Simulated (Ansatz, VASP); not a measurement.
**Ca: VASP beside Ansatz**

The input INCAR:

```
SYSTEM = Ca
PREC = Accurate
ENCUT = 520
EDIFF = 1E-6
ISMEAR = 0
SIGMA = 0.15
LREAL = .False.
LASPH = .True.
NELM = 100
ALGO = Normal
ISIF = 2
LWAVE = .False.
LCHARG = .False.
NBANDS = 11
```

Contents of KPOINTS:

```
Automatic mesh
0
Gamma
  16 16 16
  0 0 0
```

The input POSCAR:

```
Ca
1.0
   -2.1908293957      2.1017318100      2.4453524600
    2.1908293957     -2.1017318100      2.4453524600
    2.1908293957      2.1017318100     -2.4453524600
Ca
1
Direct
    0.5000000000      0.5000000000      0.0000000000
```

Input for Ansatz:

```yaml
crystal:
  lattice:
    - [-2.1908293957, 2.10173181, 2.44535246]
    - [2.1908293957, -2.10173181, 2.44535246]
    - [2.1908293957, 2.10173181, -2.44535246]
  atoms:
    - { symbol: Ca, position: [0.5, 0.5, 0.0] }
basis:
  ecutwfc: 420
kpoints:
  mp_grid: { grid: [16, 16, 16] }
hamiltonian:
  xc: lda
scf:
  occupations: { method: gaussian, width: 0.15 }
output:
  forces: true
  stress: true
  eigenvalues: true
```

Change from the starting cell: strain +0.0450 x Voigt [1, 0, 0, 0, 0, 0], atoms carried along.

Alike in both runs: task single point; functional LDA; k mesh 16 × 16 × 16; occupations gaussian, width 0.15 eV; no spin polarisation.

|  | VASP | Ansatz |
| --- | --- | --- |
| version | VASP 6.6.1 | Ansatz 0.2.0 |
| potentials or method | VASP PAW LDA potentials, release 64 (Ca_sv), cutoff 520 eV | scalar-relativistic, plane waves, PAW |
| valence electrons in the cell | 10 | 10 |

|  | VASP | Ansatz | Ansatz less VASP |
| --- | --- | --- | --- |
| gap on the k mesh at the Fermi level (eV) | none | none | - |
| pressure (GPa) | -2.5 | -2.5 | 0.00 |
| traceless stress, the component that is largest in VASP (GPa) | -0.22 | -0.22 | -0.001 |

LDA's correlation is that of Perdew and Zunger in VASP and of Perdew and Wang (1992) in Ansatz. A gap of «none» marks a metal or a gap that the smearing closes.
